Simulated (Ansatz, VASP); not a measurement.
# Two plane-wave programs on AlP

```
P Al
1.0
     3.89390    0.00000    0.00000
    -1.94695    3.37221    0.00000
     0.00000    0.00000   25.33290
P Al
4 4
Cartesian
  0.0000 0.0000 7.5000
  0.0000 2.2481 10.6794
  1.9469 1.1241 13.8587
  0.0000 0.0000 17.0381
  0.0000 2.2481 8.2948
  1.9469 1.1241 11.4742
  0.0000 0.0000 14.6535
  0.0000 2.2481 17.8329
```

Alike in both runs: task single point; functional PBE; k mesh 9 × 9 × 1; occupations gaussian, width 0.05 eV; no spin polarisation.

```csv
,VASP,Ansatz
version,VASP 6.6.1,Ansatz 0.2.0
potentials or method,"VASP PAW PBE potentials, release 64 (P, Al), cutoff 520 eV","scalar-relativistic, plane waves, PAW"
valence electrons in the cell,32,32
```

```tsv
	VASP	Ansatz	Ansatz less VASP
gap on the k mesh at the Fermi level (eV)	none	none	-
rms of the force components (eV/Å)	0.319	0.320	+0.0011
```

A gap of «none» marks a metal or a gap that the smearing closes.
